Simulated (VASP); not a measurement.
# MgB2 (P6/mmm) in VASP: a series of runs, part 2 of 2

VASP 6.6.1. The steps go on from the part before.

### Step 4. Electric field gradients, LDA (volume scaled by 0.96)

The input, INCAR:

```
SYSTEM = MgB2
PREC     = Accurate       ! precision mode
ENCUT    = 520            ! plane-wave cutoff, eV
EDIFF    = 1E-8           ! SCF threshold, eV
ISMEAR   = -1             ! smearing method
SIGMA    = 0.05           ! smearing width, eV
LREAL    = .FALSE.        ! projectors in reciprocal space
LASPH    = .TRUE.         ! aspherical terms in the spheres
NELM     = 100            ! most SCF steps
ALGO     = Normal         ! electronic algorithm
ISIF     = 2              ! what is computed and relaxed
LWAVE    = .FALSE.        ! write WAVECAR
LCHARG   = .FALSE.        ! write CHGCAR
LEFG     = .TRUE.       
NBANDS   = 11             ! bands
```

The input, KPOINTS:

```
Automatic mesh
0
G
  12 12 9
  0 0 0
```

The input, POSCAR:

```
MgB2
1.0
    3.0433063957      0.0000000000      0.0000000000
   -1.5216531979      2.6355806502      0.0000000000
    0.0000000000      0.0000000000      3.4753860552
Mg B
1 2
Direct
    0.0000000000      0.0000000000      0.0000000000
    0.3333333333      0.6666666667      0.5000000000
    0.6666666667      0.3333333333      0.5000000000
```

Potentials or basis: VASP PAW LDA potentials, release 64 (Mg, B).

Command:

```bash
$ cat potpaw_LDA.64/Mg/POTCAR potpaw_LDA.64/B/POTCAR > POTCAR
$ mpirun -np 1 vasp_std > vasp.out
```

OUTCAR:

```text
SYSTEM = MgB2
   PREC = Accurate
   ENCUT = 520
   EDIFF = 1E-8
   ISMEAR = -1
   LREAL = .FALSE.
   LASPH = .TRUE.
   NELM = 100
   ISIF = 2

 ion  position               nearest neighbor table
   1  0.000  0.000  0.000-   2 2.47   3 2.47   2 2.47   3 2.47   3 2.47   3 2.47   2 2.47   2 2.47
                             3 2.47   3 2.47   2 2.47   2 2.47
   2  0.333  0.667  0.500-   3 1.76   3 1.76   3 1.76   1 2.47   1 2.47   1 2.47   1 2.47   1 2.47
                             1 2.47
   3  0.667  0.333  0.500-   2 1.76   2 1.76   2 1.76   1 2.47   1 2.47   1 2.47   1 2.47   1 2.47
                             1 2.47

  LATTYP: Found a hexagonal cell.
 ALAT       =     3.0433063957
 C/A-ratio  =     1.1419770484
[... 563 lines left out ...]
 ion       V_xx      V_yy      V_zz      V_xy      V_xz      V_yz
---------------------------------------------------------------------
   1       0.213     0.213    -0.425    -0.000    -0.000     0.000
   2     -10.139   -10.140    20.279    -0.000     0.000    -0.000
   3     -10.139   -10.140    20.279    -0.000     0.000     0.000
---------------------------------------------------------------------

 Electric field gradients after diagonalization (V/A^2)
 (convention: |V_zz| > |V_xx| > |V_yy|)
----------------------------------------------------------------------
 ion       V_xx      V_yy      V_zz     asymmetry (V_yy - V_xx)/ V_zz
----------------------------------------------------------------------
   1       0.213     0.213    -0.425       0.000
   2     -10.140   -10.139    20.279       0.000
   3     -10.140   -10.139    20.279       0.000
----------------------------------------------------------------------

           NMR quadrupolar parameters

 Cq : quadrupolar parameter    Cq=e*Q*V_zz/h
 eta: asymmetry parameters     (V_yy - V_xx)/ V_zz
 Q  : nuclear electric quadrupole moment in mb (millibarn)
----------------------------------------------------------------------
 ion       Cq(MHz)       eta       Q (mb)
----------------------------------------------------------------------
   1      -0.001       0.000       1.000
   2       0.049       0.000       1.000
   3       0.049       0.000       1.000
----------------------------------------------------------------------
```

stdout:

```text
POSCAR found type information on POSCAR MgB
 POSCAR found :  2 types and       3 ions
 scaLAPACK will be used
 LDA part: xc-table for (Slater(with rela. corr.)+CA(PZ))
 , standard interpolation
 POSCAR, INCAR and KPOINTS ok, starting setup
 FFT: planning ... GRIDC
 FFT: planning ... GRID_SOFT
 FFT: planning ... GRID
 WAVECAR not read
 entering main loop
ion   1

ion   2

ion   3
```

It took 12 s on 1 thread of Intel Xeon Platinum 8488C (Sapphire Rapids), shared host; peak memory 0.15 GiB.

What came out:

```
Free energy            : -17.2905 eV
Pressure               : -2.2 GPa
Band gap on the k mesh : zero (band 4 reaches 7.33 eV, above the bottom of band 5 at 3.53 eV)
```

Stress tensor (GPa, compression positive):
```
-1.68  0.00  0.00
 0.00 -1.68  0.00
 0.00  0.00 -3.20
```

Levels at points of the mesh, in eV from the Fermi level:
| k point | band 2 | band 3 | band 4 | band 5 | band 6 | band 7 |
| --- | --- | --- | --- | --- | --- | --- |
| (0.00, 0.00, 0.00) | -2.98 | 0.41 | 0.41 | 1.79 | 6.48 | 6.48 |
| (0.50, 0.00, 0.00) | -7.91 | -2.19 | 0.23 | 3.18 | 4.04 | 5.55 |

Electric field gradients, principal values (V/Å²):
| atom | least | middle | greatest (by size) |
| --- | --- | --- | --- |
| 1 Mg | 0.213 | 0.213 | -0.425 |
| 2 B | -10.139 | -10.140 | 20.279 |
| 3 B | -10.139 | -10.140 | 20.279 |

Caveat: without QUAD_EFG the Cq values of the log hold for a quadrupole moment of 1 mb, not for the nuclei.

### Step 5. Electric field gradients, LDA (volume scaled by 0.96)

The input, INCAR:

```
PREC = Accurate
ENCUT = 520
EDIFF = 1E-8
ISMEAR = -1
SIGMA = 0.05
LREAL = F
LASPH = T
NELM = 100
ALGO = Normal
ISIF = 2
LWAVE = F
LCHARG = F
LEFG = T
NBANDS = 11
```

The input, KPOINTS:

```
Automatic mesh
0
Gamma
  12 12 9
```

POSCAR is that of step 4.

Potentials or basis: VASP PAW LDA potentials, release 64 (Mg, B).

Command:

```bash
$ cat potpaw_LDA.64/Mg/POTCAR potpaw_LDA.64/B/POTCAR > POTCAR
$ mpirun -np 1 vasp_std > vasp.out
```

OUTCAR:

```text
PREC = Accurate
   ENCUT = 520
   EDIFF = 1E-8
   ISMEAR = -1
   LREAL = F
   LASPH = T
   NELM = 100
   ISIF = 2

 ion  position               nearest neighbor table
   1  0.000  0.000  0.000-   2 2.47   3 2.47   2 2.47   3 2.47   3 2.47   3 2.47   2 2.47   2 2.47
                             3 2.47   3 2.47   2 2.47   2 2.47
   2  0.333  0.667  0.500-   3 1.76   3 1.76   3 1.76   1 2.47   1 2.47   1 2.47   1 2.47   1 2.47
                             1 2.47
   3  0.667  0.333  0.500-   2 1.76   2 1.76   2 1.76   1 2.47   1 2.47   1 2.47   1 2.47   1 2.47
                             1 2.47

  LATTYP: Found a hexagonal cell.
 ALAT       =     3.0433063957
 C/A-ratio  =     1.1419770484

  Lattice vectors:

 A1 = (   3.0433063957,   0.0000000000,   0.0000000000)
 A2 = (  -1.5216531979,   2.6355806502,   0.0000000000)
 A3 = (   0.0000000000,   0.0000000000,   3.4753860552)

Analysis of symmetry for initial positions (statically):
=====================================================================
 Subroutine PRICEL returns:
[... 537 lines left out ...]
 POSITION                                       TOTAL-FORCE (eV/Angst)
 -----------------------------------------------------------------------------------
      0.00000      0.00000      0.00000         0.000000      0.000000      0.000000
     -0.00000      1.75705      1.73769        -0.000000      0.000000     -0.000000
      1.52165      0.87853      1.73769         0.000000     -0.000000      0.000000
 -----------------------------------------------------------------------------------
    total drift:                                0.000000     -0.000000      0.000000

  FREE ENERGIE OF THE ION-ELECTRON SYSTEM (eV)
  ---------------------------------------------------
  free  energy   TOTEN  =       -17.2905128201 eV

  energy  without entropy=      -17.2861893486  energy(sigma->0) =      -17.28835108

 Electric field gradients (V/A^2)
---------------------------------------------------------------------
 ion       V_xx      V_yy      V_zz      V_xy      V_xz      V_yz
---------------------------------------------------------------------
   1       0.213     0.213    -0.425    -0.000    -0.000     0.000
   2     -10.139   -10.140    20.279    -0.000     0.000    -0.000
   3     -10.139   -10.140    20.279    -0.000     0.000     0.000
---------------------------------------------------------------------

 Electric field gradients after diagonalization (V/A^2)
 (convention: |V_zz| > |V_xx| > |V_yy|)
----------------------------------------------------------------------
 ion       V_xx      V_yy      V_zz     asymmetry (V_yy - V_xx)/ V_zz
----------------------------------------------------------------------
   1       0.213     0.213    -0.425       0.000
   2     -10.140   -10.139    20.279       0.000
   3     -10.140   -10.139    20.279       0.000
----------------------------------------------------------------------

           NMR quadrupolar parameters

 Cq : quadrupolar parameter    Cq=e*Q*V_zz/h
 eta: asymmetry parameters     (V_yy - V_xx)/ V_zz
 Q  : nuclear electric quadrupole moment in mb (millibarn)
----------------------------------------------------------------------
 ion       Cq(MHz)       eta       Q (mb)
----------------------------------------------------------------------
   1      -0.001       0.000       1.000
   2       0.049       0.000       1.000
   3       0.049       0.000       1.000
----------------------------------------------------------------------
```

stdout:

```text
POSCAR found type information on POSCAR MgB
 POSCAR found :  2 types and       3 ions
 scaLAPACK will be used
 LDA part: xc-table for (Slater(with rela. corr.)+CA(PZ))
 , standard interpolation
 POSCAR, INCAR and KPOINTS ok, starting setup
 FFT: planning ... GRIDC
 FFT: planning ... GRID_SOFT
 FFT: planning ... GRID
 WAVECAR not read
 entering main loop
ion   1

ion   2

ion   3
```

It took 29 s on 1 thread of Intel Xeon 6975P-C, shared host; peak memory 0.15 GiB.

Results:

* Free energy: -17.2905 eV
* Pressure: -2.2 GPa
* Band gap on the k mesh: zero (band 4 reaches 7.33 eV, above the bottom of band 5 at 3.53 eV)

Electric field gradients, principal values (V/Å²):
```tsv
atom	least	middle	greatest (by size)
1 Mg	0.213	0.213	-0.425
2 B	-10.139	-10.140	20.279
3 B	-10.139	-10.140	20.279
```

Caveat: without QUAD_EFG the Cq values of the log hold for a quadrupole moment of 1 mb, not for the nuclei.

### Step 6. Electric field gradients, LDA (volume scaled by 0.98)

The input, INCAR:

```
PREC     = Accurate       # precision mode
ENCUT    = 520            # plane-wave cutoff, eV
EDIFF    = 1E-8           # SCF threshold, eV
ISMEAR   = -1             # smearing method
SIGMA    = 0.05           # smearing width, eV
LREAL    = F              # projectors in reciprocal space
LASPH    = T              # aspherical terms in the spheres
NELM     = 60             # most SCF steps
ALGO     = Normal         # electronic algorithm
ISIF     = 2              # what is computed and relaxed
LWAVE    = F              # write WAVECAR
LCHARG   = F              # write CHGCAR
LEFG     = T            
NBANDS   = 11             # bands
```

KPOINTS is that of step 5.

The input, POSCAR:

```
MgB2
1.0
    3.0642953789      0.0000000000      0.0000000000
   -1.5321476895      2.6537576429      0.0000000000
    0.0000000000      0.0000000000      3.4993549923
Mg B
1 2
Direct
    0.0000000000      0.0000000000      0.0000000000
    0.3333333333      0.6666666667      0.5000000000
    0.6666666667      0.3333333333      0.5000000000
```

Potentials or basis: VASP PAW LDA potentials, release 64 (Mg, B).

Command:

```bash
$ cat potpaw_LDA.64/Mg/POTCAR potpaw_LDA.64/B/POTCAR > POTCAR
$ mpirun -np 1 vasp_std > vasp.out
```

OUTCAR:

```text
PREC = Accurate
   ENCUT = 520
   EDIFF = 1E-8
   ISMEAR = -1
   LREAL = F
   LASPH = T
   NELM = 60
   ISIF = 2

 ion  position               nearest neighbor table
   1  0.000  0.000  0.000-   2 2.49   3 2.49   2 2.49   3 2.49   3 2.49   3 2.49   2 2.49   2 2.49
                             3 2.49   3 2.49   2 2.49   2 2.49
   2  0.333  0.667  0.500-   3 1.77   3 1.77   3 1.77   1 2.49   1 2.49   1 2.49   1 2.49   1 2.49
                             1 2.49
   3  0.667  0.333  0.500-   2 1.77   2 1.77   2 1.77   1 2.49   1 2.49   1 2.49   1 2.49   1 2.49
                             1 2.49

  LATTYP: Found a hexagonal cell.
 ALAT       =     3.0642953789
 C/A-ratio  =     1.1419770484

  Lattice vectors:

 A1 = (   3.0642953789,   0.0000000000,   0.0000000000)
 A2 = (  -1.5321476895,   2.6537576429,   0.0000000000)
 A3 = (   0.0000000000,   0.0000000000,   3.4993549923)

Analysis of symmetry for initial positions (statically):
=====================================================================
 Subroutine PRICEL returns:
[... 537 lines left out ...]
 POSITION                                       TOTAL-FORCE (eV/Angst)
 -----------------------------------------------------------------------------------
      0.00000      0.00000      0.00000         0.000000      0.000000      0.000000
     -0.00000      1.76917      1.74968        -0.000000      0.000000     -0.000000
      1.53215      0.88459      1.74968         0.000000      0.000000      0.000000
 -----------------------------------------------------------------------------------
    total drift:                                0.000000     -0.000000      0.000000

  FREE ENERGIE OF THE ION-ELECTRON SYSTEM (eV)
  ---------------------------------------------------
  free  energy   TOTEN  =       -17.2770043509 eV

  energy  without entropy=      -17.2726961571  energy(sigma->0) =      -17.27485025

 Electric field gradients (V/A^2)
---------------------------------------------------------------------
 ion       V_xx      V_yy      V_zz      V_xy      V_xz      V_yz
---------------------------------------------------------------------
   1       0.201     0.201    -0.402    -0.000    -0.000    -0.000
   2     -10.076   -10.076    20.151    -0.000     0.000    -0.000
   3     -10.076   -10.076    20.151    -0.000     0.000    -0.000
---------------------------------------------------------------------

 Electric field gradients after diagonalization (V/A^2)
 (convention: |V_zz| > |V_xx| > |V_yy|)
----------------------------------------------------------------------
 ion       V_xx      V_yy      V_zz     asymmetry (V_yy - V_xx)/ V_zz
----------------------------------------------------------------------
   1       0.201     0.201    -0.402       0.000
   2     -10.076   -10.076    20.151       0.000
   3     -10.076   -10.076    20.151       0.000
----------------------------------------------------------------------

           NMR quadrupolar parameters

 Cq : quadrupolar parameter    Cq=e*Q*V_zz/h
 eta: asymmetry parameters     (V_yy - V_xx)/ V_zz
 Q  : nuclear electric quadrupole moment in mb (millibarn)
----------------------------------------------------------------------
 ion       Cq(MHz)       eta       Q (mb)
----------------------------------------------------------------------
   1      -0.001       0.000       1.000
   2       0.049       0.000       1.000
   3       0.049       0.000       1.000
----------------------------------------------------------------------
```

OSZICAR:

```text
N       E                     dE             d eps       ncg     rms          rms(c)
DAV:   1     0.179746976728E+01    0.17975E+01   -0.38920E+03  2266   0.619E+02
DAV:   2    -0.186376681048E+02   -0.20435E+02   -0.19302E+02  2673   0.106E+02
DAV:   3    -0.191602817970E+02   -0.52261E+00   -0.52107E+00  2655   0.141E+01
DAV:   4    -0.191613685907E+02   -0.10868E-02   -0.10867E-02  2484   0.719E-01
DAV:   5    -0.191613719591E+02   -0.33684E-05   -0.33688E-05  2574   0.401E-02    0.525E+00
DAV:   6    -0.175461451807E+02    0.16152E+01   -0.20698E+00  2374   0.664E+00    0.235E+00
DAV:   7    -0.172870273470E+02    0.25912E+00   -0.10805E+00  2447   0.477E+00    0.685E-01
DAV:   8    -0.172876918738E+02   -0.66453E-03   -0.13483E-01  2317   0.192E+00    0.406E-01
DAV:   9    -0.172772269267E+02    0.10465E-01   -0.23421E-02  2303   0.693E-01    0.722E-02
DAV:  10    -0.172770086245E+02    0.21830E-03   -0.16629E-03  2565   0.218E-01    0.201E-02
DAV:  11    -0.172770053309E+02    0.32935E-05   -0.45801E-05  2312   0.428E-02    0.412E-03
DAV:  12    -0.172770044865E+02    0.84438E-06   -0.58243E-06  2390   0.108E-02    0.177E-03
DAV:  13    -0.172770043512E+02    0.13530E-06   -0.41730E-07  2348   0.347E-03    0.223E-04
DAV:  14    -0.172770043509E+02    0.38057E-09   -0.13274E-08  2254   0.758E-04
   1 F= -.17277004E+02 E0= -.17274850E+02  d E =-.430819E-02
```

It took 35 s on 1 thread of Intel Xeon 6975P-C, shared host; peak memory 0.15 GiB.

Results:

```yaml
Free_energy: -17.2770 eV
Pressure: -5.3 GPa
Band_gap_on_the_k_mesh: zero (band 4 reaches 7.16 eV, above the bottom of band 5 at 3.42 eV)
```

Levels at points of the mesh, in eV from the Fermi level:
```
           k point  band 1  band 2  band 3  band 4  band 5  band 6  band 7  band 8
(0.00, 0.00, 0.00)  -12.38   -2.93    0.40    0.40    1.74    6.38    6.38    8.47
(0.50, 0.00, 0.00)   -8.43   -7.82   -2.16    0.24    3.13    3.99    5.44    7.21
```

Electric field gradients, principal values (V/Å²):
```tsv
atom	least	middle	greatest (by size)
1 Mg	0.201	0.201	-0.402
2 B	-10.076	-10.076	20.151
3 B	-10.076	-10.076	20.151
```

Caveat: without QUAD_EFG the Cq values of the log hold for a quadrupole moment of 1 mb, not for the nuclei.

### Step 7. Overview

```tsv
cell	gap on the mesh (eV)	pressure (GPa)
a = 3.022, b = 3.022, c = 3.451 Å, angles 90.0, 90.0, 120.0°, 3 atoms	none	1.3
a = 3.043, b = 3.043, c = 3.475 Å, angles 90.0, 90.0, 120.0°, 3 atoms	none	-2.2
a = 3.064, b = 3.064, c = 3.499 Å, angles 90.0, 90.0, 120.0°, 3 atoms	none	-5.3
```

Alike in all rows: task electric field gradients; level LDA; potentials or basis VASP PAW LDA potentials, release 64 (Mg, B); no spin polarisation; k mesh 12 × 12 × 9; cutoff (eV) 520; smearing fermi-dirac 0.05 eV.

Total energies depend on the potentials used, so only differences within one code and one set of settings carry meaning.
